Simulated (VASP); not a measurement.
# SnO2 in VASP: a series of runs, part 2 of 3

VASP 6.6.1. The steps go on from the part before.

**3. Single point, PBE**

This run uses another cell than the first one, of the same volume but with other edges.

File INCAR:

```
SYSTEM = SnO2
ALGO = Normal
EDIFF = 1E-6
ENCUT = 520
GGA = PE
ISIF = 2
ISMEAR = 0
LASPH = .TRUE.
LCHARG = .FALSE.
LREAL = .FALSE.
LWAVE = .FALSE.
NBANDS = 35
NELM = 60
PREC = Accurate
SIGMA = 0.05
```

File KPOINTS:

```
k-points
0
G
  6 6 8
  0 0 0
```

File POSCAR:

```
SnO2
1.0
    4.9075720859      0.0000000000      0.0000000000
    0.0000000000      4.9075859756      0.0000000000
    0.0000000000      0.0000000000      3.1334847768
Sn O
2 4
Direct
    0.5000000000      0.5000000000      0.5000000000
    0.0000000000      0.0000000000      0.0000000000
    0.3431888489      0.3432467413      0.0000000000
    0.8431888489      0.1567532587      0.5000000000
    0.1568111511      0.8432467413      0.5000000000
    0.6568111511      0.6567532587      0.0000000000
```

Potentials or basis: VASP PAW PBE potentials, release 64 (Sn_d, O).

Command:

```bash
cat potpaw_PBE.64/Sn_d/POTCAR potpaw_PBE.64/O/POTCAR > POTCAR
mpirun -np 1 vasp_std > vasp.out
```

OUTCAR:

```text
SYSTEM = SnO2
   EDIFF = 1E-6
   ENCUT = 520
   GGA = PE
   ISIF = 2
   ISMEAR = 0
   LASPH = .TRUE.
   LREAL = .FALSE.
   NELM = 60
   PREC = Accurate

 ion  position               nearest neighbor table
   1  0.500  0.500  0.500-   3 1.91   6 1.91   3 1.91   6 1.91   5 2.38   4 2.38
   2  0.000  0.000  0.000-   4 1.91   5 1.91   4 1.91   5 1.91   3 2.38   6 2.38
   3  0.343  0.343  0.000-   1 1.91   1 1.91   2 2.38
   4  0.843  0.157  0.500-   2 1.91   2 1.91   1 2.38
   5  0.157  0.843  0.500-   2 1.91   2 1.91   1 2.38
   6  0.657  0.657  0.000-   1 1.91   1 1.91   2 2.38

  LATTYP: Found a simple tetragonal cell.
 ALAT       =     4.9075720859
 C/A-ratio  =     0.6385000000

  Lattice vectors:

 A1 = (   4.9075720859,   0.0000000000,   0.0000000000)
 A2 = (   0.0000000000,   4.9075859756,   0.0000000000)
 A3 = (   0.0000000000,   0.0000000000,   3.1334847768)

Analysis of symmetry for initial positions (statically):
=====================================================================
 Subroutine PRICEL returns:
 Original cell was already a primitive cell.

 Routine SETGRP: Setting up the symmetry group for a
 simple tetragonal supercell.

 Subroutine GETGRP returns: Found  8 space group operations
 (whereof  4 operations were pure point group operations)
 out of a pool of 16 trial point group operations.

The static configuration has the point symmetry C_2h.
 The point group associated with its full space group is D_2h.

Analysis of symmetry for dynamics (positions and initial velocities):
=====================================================================
 Subroutine PRICEL returns:
 Original cell was already a primitive cell.

 Routine SETGRP: Setting up the symmetry group for a
 simple tetragonal supercell.

 Subroutine GETGRP returns: Found  8 space group operations
 (whereof  4 operations were pure point group operations)
 out of a pool of 16 trial point group operations.

The dynamic configuration has the point symmetry C_2h.
 The point group associated with its full space group is D_2h.

 Subroutine INISYM returns: Found  8 space group operations
 (whereof  4 operations are pure point group operations),
 and found     1 'primitive' translations

----------------------------------------------------------------------------------------

                                     Primitive cell

  volume of cell :      75.4679

  direct lattice vectors                    reciprocal lattice vectors
     4.907572086  0.000000000  0.000000000     0.203766747  0.000000000  0.000000000
     0.000000000  4.907585976  0.000000000     0.000000000  0.203766170  0.000000000
     0.000000000  0.000000000  3.133484777     0.000000000  0.000000000  0.319133511

  length of vectors
     4.907572086  4.907585976  3.133484777     0.203766747  0.203766170  0.319133511

  position of ions in fractional coordinates (direct lattice)
     0.500000000  0.500000000  0.500000000
     0.000000000  0.000000000  0.000000000
     0.343188849  0.343246741  0.000000000
     0.843188849  0.156753259  0.500000000
[... 34 lines left out ...]
 ===========================================

 Found     80 irreducible k-points:

 Following reciprocal coordinates:
            Coordinates               Weight
  0.000000  0.000000  0.000000      1.000000
  0.166667  0.000000  0.000000      2.000000
  0.000000  0.166667  0.000000      2.000000
  0.333333  0.000000  0.000000      2.000000
  0.000000  0.333333  0.000000      2.000000
  0.500000  0.000000  0.000000      1.000000
[... 16 lines left out ...]
  0.000000  0.500000  0.125000      2.000000
  0.166667  0.166667  0.125000      8.000000
 [... further k-points ...]
   k-points           NKPTS =     80   k-points in BZ     NKDIM =     80   number of bands    NBANDS=     35
   number of dos      NEDOS =    301   number of ions     NIONS =      6
   total plane-waves  NPLWV =  31104
   dimension x,y,z NGX =    36 NGY =   36 NGZ =   24
   dimension x,y,z NGXF=    72 NGYF=   72 NGZF=   48
   ions per type =               2   4
   NGX,Y,Z   is equivalent  to a cutoff of  12.20, 12.20, 12.73 a.u.
   NGXF,Y,Z  is equivalent  to a cutoff of  24.39, 24.39, 25.47 a.u.
 SYSTEM =  SnO2
   PREC   = accura    normal or accurate (medium, high low for compatibility)
   ISTART =      0    job   : 0-new  1-cont  2-samecut
   ICHARG =      2    charge: 1-file 2-atom 10-const
   ISPIN  =      1    spin polarized calculation?
   LNONCOLLINEAR =      F non collinear calculations
   LSORBIT =      F    spin-orbit coupling
   LASPH  =      T    aspherical Exc in radial PAW
   ENCUT  =  520.0 eV  38.22 Ry    6.18 a.u.   9.12  9.12  5.83*2*pi/ulx,y,z
   NELM   =     60;   NELMIN=  2; NELMDL= -5     # of ELM steps
   EDIFF  = 0.1E-05   stopping-criterion for ELM
   LREAL  =      F    real-space projection
   EDIFFG = 0.1E-04   stopping-criterion for IOM
   NSW    =      0    number of steps for IOM
   IBRION =     -1    ionic relax: 0-MD 1-quasi-New 2-CG
   NFREE  =      0    steps in history (QN), initial steepest desc. (CG)
   ISIF   =      2    stress and relaxation
   ISYM   =      2    0-nonsym 1-usesym 2-fastsym
   POTIM  = 0.5000    time-step for ionic-motion
   TEBEG  =    0.0;   TEEND  =   0.0 temperature during run
   PSTRESS=    0.0 pullay stress
   NELECT =      52.0000    total number of electrons
   NUPDOWN=      -1.0000    fix difference up-down
   EMIN   =  10.00;   EMAX   =-10.00  energy-range for DOS
   EFERMI =   0.00;   METHOD = LEGACY
   ISMEAR =     0;   SIGMA  =   0.05  broadening in eV -4-tet -1-fermi 0-gaus
   EFERMI_NEDOS =   21; number of points for ismear=-14 and -15
   IALGO  =     38    algorithm
   IMIX   =      4    mixing-type and parameters
     AMIX     =   0.40;   BMIX     =  1.00
     AMIX_MAG =   1.60;   BMIX_MAG =  1.00
  volume/ion in A,a.u.               =      12.58        84.88
  Fermi-wavevector in a.u.,A,eV,Ry     =   1.445956  2.732461 28.446926  2.090790
  Thomas-Fermi vector in A             =   2.564080
   LORBIT       =      0    0 simple, 1 ext, 2 COOP (PROOUT), +10 PAW based schemes
   GGA     = PE    functional components
   LHFCALC =     F    Hartree Fock is set to
   AEXX    =    0.0000 exact exchange contribution
   IVDW    =     0    specifies the selected vdW correction
   LEPSILON=     F    determine dielectric tensor
   LRPA    =     F    only Hartree local field effects (RPA)
 non-spin polarized calculation
 Gauss-broadening in eV      SIGMA  =   0.05
  energy-cutoff  :      520.00
  volume of cell :       75.47
 maximum number of plane-waves:      2047
   NGX = 19   NGY = 19   NGZ = 11

 number of electron      51.9999999 magnetization

 Free energy of the ion-electron system (eV)
  ---------------------------------------------------
  ext. energy  EPLUGINS =         0.00000000
  ---------------------------------------------------
  free energy    TOTEN  =       -33.88257057 eV

  energy without entropy =      -33.88257057  energy(sigma->0) =      -33.88257057

 E-fermi :   5.7188     XC(G=0): -10.8204

 val. band max:        5.4594024083   @ k =   0.0000   0.5000   0.5000
 cond. band min:       7.1097901729   @ k =   0.0000   0.0000   0.0000
 fundamental gap:      1.6503877647
 Fermi energy:         5.7187701358

 k-point     1 :       0.0000    0.0000    0.0000
  band No.  band energies     occupation
      1     -16.1115      2.00000
      2     -15.9550      2.00000
      3     -14.6375      2.00000
      4     -14.6375      2.00000
      5     -14.4610      2.00000
      6     -14.4241      2.00000
[... 901 lines left out ...]
     34      16.9028      0.00000
     35      18.5714      0.00000

 [... further k-points ...]

------------------------ aborting loop because EDIFF is reached ----------------------------------------

  FORCE on cell =-STRESS in cart. coord.  units (eV):
  Direction    XX          YY          ZZ          XY          YZ          ZX
  --------------------------------------------------------------------------------------
  -------------------------------------------------------------------------------------
  Total       10.3554200     10.3450050     23.3940706      0.0000000      0.0000000      0.0000000
  in kB      219.8447533    219.6236440    496.6542842      0.0000000      0.0000000      0.0000000
  external PRESSURE =     312.0408938 kB  Pullay stress =       0.0000000 kB

 VOLUME and BASIS-vectors are now :
 -----------------------------------------------------------------------------
  energy-cutoff  :      520.00
  volume of cell :       75.47
      direct lattice vectors                 reciprocal lattice vectors
     4.907572086  0.000000000  0.000000000     0.203766747  0.000000000  0.000000000
     0.000000000  4.907585976  0.000000000     0.000000000  0.203766170  0.000000000
     0.000000000  0.000000000  3.133484777     0.000000000  0.000000000  0.319133511

 POSITION                                       TOTAL-FORCE (eV/Angst)
 -----------------------------------------------------------------------------------
      2.45379      2.45379      1.56674         0.000000      0.000000      0.000000
      0.00000      0.00000      0.00000         0.000000      0.000000      0.000000
      1.68422      1.68451      0.00000        -5.143693     -5.142459      0.000000
      4.13801      0.76928      1.56674        -5.143693      5.142459      0.000000
      0.76956      4.13831      1.56674         5.143693     -5.142459      0.000000
      3.22335      3.22307      0.00000         5.143693      5.142459     -0.000000
 -----------------------------------------------------------------------------------
    total drift:                               -0.000000      0.000000      0.000000

  FREE ENERGIE OF THE ION-ELECTRON SYSTEM (eV)
  ---------------------------------------------------
  free  energy   TOTEN  =       -33.8825705692 eV

  energy  without entropy=      -33.8825705692  energy(sigma->0) =      -33.88257057
```

OSZICAR:

```text
N       E                     dE             d eps       ncg     rms          rms(c)
DAV:   1     0.652863146861E+03    0.65286E+03   -0.25678E+04  6186   0.230E+03
DAV:   2     0.622364562679E+02   -0.59063E+03   -0.55599E+03  6136   0.617E+02
DAV:   3    -0.362590853803E+02   -0.98496E+02   -0.96887E+02  6156   0.211E+02
DAV:   4    -0.412774369988E+02   -0.50184E+01   -0.49844E+01  6806   0.520E+01
DAV:   5    -0.414087189797E+02   -0.13128E+00   -0.13120E+00  6700   0.876E+00    0.181E+01
DAV:   6    -0.337917030218E+02    0.76170E+01   -0.22728E+01  8552   0.681E+01    0.683E+00
DAV:   7    -0.339201404958E+02   -0.12844E+00   -0.23911E+00  5874   0.888E+00    0.363E+00
DAV:   8    -0.338907996015E+02    0.29341E-01   -0.22910E-01  8256   0.551E+00    0.817E-01
DAV:   9    -0.338814545120E+02    0.93451E-02   -0.54339E-02  8908   0.375E+00    0.152E-01
DAV:  10    -0.338823278722E+02   -0.87336E-03   -0.55339E-03  6009   0.517E-01    0.725E-02
DAV:  11    -0.338825661592E+02   -0.23829E-03   -0.32888E-04  7090   0.155E-01    0.288E-02
DAV:  12    -0.338825695070E+02   -0.33478E-05   -0.27541E-05  8047   0.817E-02    0.124E-02
DAV:  13    -0.338825707046E+02   -0.11975E-05   -0.81165E-06  6249   0.476E-02    0.234E-03
DAV:  14    -0.338825705692E+02    0.13542E-06   -0.19540E-06  4882   0.138E-02
   1 F= -.33882571E+02 E0= -.33882571E+02  d E =-.958909E-15
```

stdout:

```text
POSCAR found type information on POSCAR SnO
 POSCAR found :  2 types and       6 ions
 scaLAPACK will be used
 LDA part: xc-table for (Slater+PW92), standard interpolation
 POSCAR, INCAR and KPOINTS ok, starting setup
 FFT: planning ... GRIDC
 FFT: planning ... GRID_SOFT
 FFT: planning ... GRID
 WAVECAR not read
 entering main loop
```

Run time: 63 s. Hardware: 1 thread of Intel Xeon 6975P-C (Granite Rapids), shared host; peak memory 0.28 GiB.

Results:

* Free energy: -33.8826 eV
* Pressure: 31.2 GPa
* Largest force: 7.273 eV/Å
* Band gap on the k mesh: 1.65 eV (least direct gap 1.74 eV)

Forces in eV/Å, atoms in the order of the input:
```
Sn   0.000  0.000  0.000
Sn   0.000  0.000  0.000
O   -5.144 -5.142  0.000
O   -5.144  5.142  0.000
O    5.144 -5.142  0.000
O    5.144  5.142  0.000
```

Caveat: the cell stands under pressure; spin-orbit coupling is left out, which moves the levels of the heavy elements; forces of over 1 eV/Å act on the atoms, so gaps and moduli don't describe the material at rest.

**4. Single point, PBE**

This run uses another cell than the first one, of the same volume but with other edges.

File INCAR:

```
SYSTEM = SnO2
  ALGO = Normal
  EDIFF = 1E-6
  ENCUT = 520
  GGA = PE
  ISIF = 2
  ISMEAR = 0
  LASPH = .True.
  LCHARG = .False.
  LREAL = .False.
  LWAVE = .False.
  NBANDS = 35
  NELM = 60
  PREC = Accurate
  SIGMA = 0.05
```

File KPOINTS:

```
k-points
0
Gamma
  6 6 8
  0 0 0
```

POSCAR, as its differences from that of step 3:

```diff
@@ -2,5 +2,5 @@
 1.0
-    4.9075720859      0.0000000000      0.0000000000
-    0.0000000000      4.9075859756      0.0000000000
-    0.0000000000      0.0000000000      3.1334847768
+    4.9639256357      0.0000000000      0.0000000000
+    0.0000000000      4.9639396849      0.0000000000
+    0.0000000000      0.0000000000      3.0627421172
 Sn O
```

Command:

```bash
cat potpaw_PBE.64/Sn_d/POTCAR potpaw_PBE.64/O/POTCAR > POTCAR
mpirun -np 1 vasp_std > vasp.out
```

It took 77 s on 1 thread of Intel Xeon 6975P-C (Granite Rapids), shared host; peak memory 0.3 GiB.

Results (log left out):

```yaml
Free_energy: -33.5270 eV
Pressure: 37.2 GPa
Largest_force: 7.547 eV/Å
Band_gap_on_the_k_mesh: 2.05 eV (least direct gap 2.13 eV)
```

Forces on the atoms (eV/Å):
```
Sn   0.000  0.000  0.000
Sn   0.000  0.000  0.000
O   -5.338 -5.336  0.000
O   -5.338  5.336  0.000
O    5.338 -5.336  0.000
O    5.338  5.336  0.000
```

Stress tensor (GPa, compression positive):
```
24.39  0.00  0.00
 0.00 24.36  0.00
 0.00  0.00 62.97
```

Levels at points of the mesh, in eV from the valence-band top:
| k point | band 24 | band 25 | band 26 | band 27 | band 28 | band 29 |
| --- | --- | --- | --- | --- | --- | --- |
| (0.00, 0.00, 0.00) | -0.48 | -0.48 | -0.08 | 2.05 | 5.71 | 7.33 |
| (0.50, 0.00, 0.00) | -0.87 | -0.58 | -0.58 | 4.50 | 4.50 | 7.31 |
| (0.00, 0.50, 0.00) | -0.87 | -0.58 | -0.58 | 4.50 | 4.50 | 7.31 |
| (0.50, 0.50, 0.00) | -0.66 | -0.61 | -0.61 | 4.41 | 4.41 | 7.29 |
| (0.00, 0.00, 0.50) | -1.30 | -0.94 | -0.94 | 7.55 | 7.55 | 8.00 |
| (0.50, 0.00, 0.50) | -1.03 | 0.00 | 0.00 | 6.72 | 6.72 | 7.80 |
| (0.00, 0.50, 0.50) | -1.03 | 0.00 | 0.00 | 6.72 | 6.72 | 7.80 |
| (0.50, 0.50, 0.50) | -0.99 | -0.85 | -0.85 | 7.03 | 7.03 | 7.22 |

Caveat: the cell stands under pressure; spin-orbit coupling is left out, which moves the levels of the heavy elements; forces of over 1 eV/Å act on the atoms, so gaps and moduli don't describe the material at rest.

(Part 2 of 3 ends here.)
